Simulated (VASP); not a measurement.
A run of VASP 6.6.1:

Contents of INCAR:

```
  PREC = Accurate
  ENCUT = 520
  EDIFF = 1E-7
  ISMEAR = -1
  SIGMA = 0.08
  LREAL = F
  LASPH = T
  NELM = 150
  ALGO = Normal
  ISIF = 2
  LWAVE = F
  LCHARG = F
  ISPIN = 2
  MAGMOM = 7 0
  LORBIT = 11
  LMAXMIX = 6
  GGA = PS
  NBANDS = 23
```

File KPOINTS:

```
regular mesh
0
Gamma
  13 13 13
```

The input POSCAR:

```
GdO
1.0
    0.0000000000      2.7228301322      2.7228301322
    2.7228301322      0.0000000000      2.7228301322
    2.7228301322      2.7228301322      0.0000000000
Gd O
1 1
Direct
    0.0000000000      0.0000000000      0.0000000000
    0.7500000000      0.7500000000      0.7500000000
```

Potentials or basis: VASP PAW PBE potentials, release 64 (Gd, O).

Launch:

```console
$ cat potpaw_PBE.64/Gd/POTCAR potpaw_PBE.64/O/POTCAR > POTCAR
$ mpirun -np 1 vasp_std > vasp.out
```

Hardware: 1 thread of Intel Xeon 8259CL, with other jobs on the host.

Task: How long does it take, and how much memory?

Result: It took 8.9 min on 1 thread of Intel Xeon 8259CL, with other jobs on the host, peak memory 0.29 GiB. Counts: scf iterations 19, k points 84.
